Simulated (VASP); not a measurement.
Wanted: the native input for a VASP 6.6.1 run.

```yaml
Task: relaxation of cell and atoms
Functional: PBE
Potentials_or_basis: VASP PAW PBE potentials, release 64 (Sn_d, Pb_d, O)
Cutoff: 600 eV
k_mesh: 4 × 4 × 3
Occupations: gaussian, width 0.15 eV
Spin: no spin polarisation
Dipole_correction: no
Further_INCAR_settings: ALGO = Normal; EDIFF = 1e-06; IBRION = 2; EDIFFG = -0.08; NSW = 36; ISIF = 3
```

The structure of SnPbO2 lies in POSCAR:

```
SnPbO2
1.0
    3.8800000000      0.0000000000      0.0000000000
    0.0000000000      3.8800000000      0.0000000000
    0.0000000000      0.0000000000      4.9000000000
Sn Pb O
1 1 2
Direct
    0.0000000000      0.0000000000      0.2300000000
    0.5000000000      0.5000000000      0.7600000000
    0.0000000000      0.5000000000      0.0000000000
    0.5000000000      0.0000000000      0.0000000000
```

One way to write it, as run:

INCAR

```
SYSTEM = SnPbO2
ALGO = Normal
EDIFF = 1E-6
EDIFFG = -0.08
ENCUT = 600
GGA = PE
IBRION = 2
ISIF = 3
ISMEAR = 0
LASPH = .True.
LCHARG = .False.
LREAL = .False.
LWAVE = .False.
NELM = 100
NSW = 36
PREC = Accurate
SIGMA = 0.15
```

KPOINTS

```
k-points
0
Gamma
  4 4 3
  0 0 0
```

Potentials or basis: VASP PAW PBE potentials, release 64 (Sn_d, Pb_d, O).

Launch:

```sh
$ cat potpaw_PBE.64/Sn_d/POTCAR potpaw_PBE.64/Pb_d/POTCAR potpaw_PBE.64/O/POTCAR > POTCAR
$ mpirun -np 1 vasp_std > vasp.out
```

Results of the run:

```yaml
Relaxed_volume: 19.55 Å³/atom
Relaxed_cell: a = 3.956 Å, b = 3.956 Å, c = 4.997 Å, α = 90.00°, β = 90.00°, γ = 90.00°
Space_group_after_relaxing_to_0.05_Å: P4mm (No. 99)
Energy_gained_by_relaxing: 44.3 meV/atom
Ionic_steps: 5
Pressure_after_relaxing: 0.2 GPa
Largest_force_after_relaxing: 0.064 eV/Å
Band_gap_on_the_k_mesh: 0.87 eV, indirect (least direct gap 1.91 eV)
```

Caveat: the k points lie up to 0.42 Å⁻¹ apart in the final cell; spin-orbit coupling is left out, which moves the levels of the heavy elements; the relaxation stopped at a loose force limit of 0.08 eV/Å, so its end isn't a converged minimum.

Run time: 38 s on 1 thread of Intel(R) Xeon(R) 6975P-C (Granite Rapids), with other jobs on the host, peak memory 0.21 GiB.
